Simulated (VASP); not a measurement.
A run of VASP 6.6.1 is set up as follows.

The input INCAR:

```
  PREC = Accurate
  ENCUT = 520
  EDIFF = 1E-7
  ISMEAR = 0
  SIGMA = 0.1
  LREAL = False
  LASPH = True
  NELM = 100
  ALGO = Normal
  ISIF = 2
  LWAVE = False
  LCHARG = False
  GGA = PE
  NBANDS = 28
```

The input KPOINTS:

```
regular mesh
0
Gamma
  4 4 2
```

The input POSCAR:

```
CsAs2
1.0
    3.8025368814      0.0000000000      0.0000000000
    0.0000000000      3.8025368814      0.0000000000
    0.0000000000      0.0000000000     12.8912434291
Cs As
2 4
Direct
    0.5000000000      0.0000000000      0.2537956696
    0.0000000000      0.5000000000      0.7462043304
    0.0000000000      0.0000000000      0.0000000000
    0.5000000000      0.5000000000      0.0000000000
    0.5000000000      0.0000000000      0.5298146950
    0.0000000000      0.5000000000      0.4701853050
```

Potentials or basis: VASP PAW PBE potentials, release 64 (Cs_sv, As).

Launch:

```sh
$ cat potpaw_PBE.64/Cs_sv/POTCAR potpaw_PBE.64/As/POTCAR > POTCAR
$ mpirun -np 1 vasp_std > vasp.out
```

(1) Estimate the band gap on the k mesh.

(2) What does it give for the largest force?

(3) Estimate the pressure.

Results:

(1) zero (bands 19 and 20 overlap by 1.38 eV).

(2) 0.027 eV/Å.

(3) 0.1 GPa.

Caveat: the k points lie up to 0.41 Å⁻¹ apart, too coarse for converged energies and pressures of a metal; spin-orbit coupling is left out, which moves the levels of the heavy elements.
